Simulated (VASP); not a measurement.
A run of VASP 6.6.1 is set up as follows.

POSCAR

```
Ga
1.0
    1.4717500000     -4.1259750000      0.0000000000
    1.4717500000      4.1259750000      0.0000000000
    0.0000000000      0.0000000000      3.1700000000
Ga
2
Direct
    0.8670000000      0.1330000000      0.2500000000
    0.1330000000      0.8670000000      0.7500000000
```

File INCAR.step1:

```
PREC = Accurate
ENCUT = 520
ISMEAR = 0
SIGMA = 0.15
LREAL = F
LASPH = T
NELM = 60
NBANDS = 20
GGA = PE
ALGO = Normal
EDIFF = 1E-4
LWAVE = T
LCHARG = F
```

The input INCAR.step2:

```
PREC = Accurate
ENCUT = 520
EDIFF = 1E-7
ISMEAR = 0
SIGMA = 0.15
LREAL = F
LASPH = T
NELM = 60
ALGO = Normal
ISIF = 2
LWAVE = F
LCHARG = T
METAGGA = R2SCAN
LMIXTAU = T
LELF = T
LVHAR = T
NBANDS = 20
ISTART = 1
```

The input KPOINTS:

```
regular mesh
0
Gamma
  18 18 16
```

Potentials or basis: VASP PAW PBE potentials, release 64 (Ga_d).

Run with:

```sh
$ cat potpaw_PBE.64/Ga_d/POTCAR > POTCAR
$ cp INCAR.step1 INCAR
$ mpirun -np 1 vasp_std > vasp.out
$ cp INCAR.step2 INCAR
$ mpirun -np 1 vasp_std > vasp.out
```

Task: What does it give for the band gap on the k mesh?

Result: Zero (band 13 reaches 10.80 eV, above the bottom of band 14 at 0.99 eV).

Task: Predict the pressure.

Result: -2.8 GPa.

Task: What does it give for the largest force?

Result: 0.225 eV/Å.

Forces in eV/Å, atoms in the order of the input:
```
Ga   0.000  0.225  0.000
Ga   0.000 -0.225  0.000
```

Caveat: the cell differs from its parent crystal (strain +0.0150 x Voigt [1, 1, 0, 0, 0, 0]); the PAW data sets were made with another functional, which shifts forces and pressure a little.
